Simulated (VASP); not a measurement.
## V: single point with r2SCAN

Crystal: V.

```
V
1.0
    -1.51390    1.51390    1.51390
     1.51390   -1.51390    1.51390
     1.51390    1.51390   -1.51390
V
1
Cartesian
  0.0000 0.0000 0.0000
```

```yaml
Program: VASP 6.6.1
Task: single point
Functional: r2SCAN
Potentials_or_basis: VASP PAW PBE potentials, release 64 (V_sv)
Cutoff: 520 eV
k_mesh: 13 × 13 × 13
Occupations: fermi-dirac, width 0.1 eV
Spin: collinear spin, ferromagnetic start
Starting_moments: "[0.75] μB"
Fixed_moment: 0.75 μB
Dipole_correction: no
Further_INCAR_settings: ALGO = Normal; EDIFF = 1e-07; NBANDS = 16
```

```yaml
Pressure: -4.1 GPa
Net_moment: 0.75 μB per cell
Site_moments: V +0.64 μB
Valence_electrons_inside_the_program's_atomic_spheres: V 11.57
```

Wall time 3.3 min on 1 thread of Intel(R) Xeon(R) Platinum 8375C CPU @ 2.90GHz (Ice Lake), with other jobs on the host, peak memory 0.15 GiB.

Caveat: the PAW data sets were made with another functional, which shifts forces and pressure a little; the total moment is fixed, so each spin has its own Fermi level.
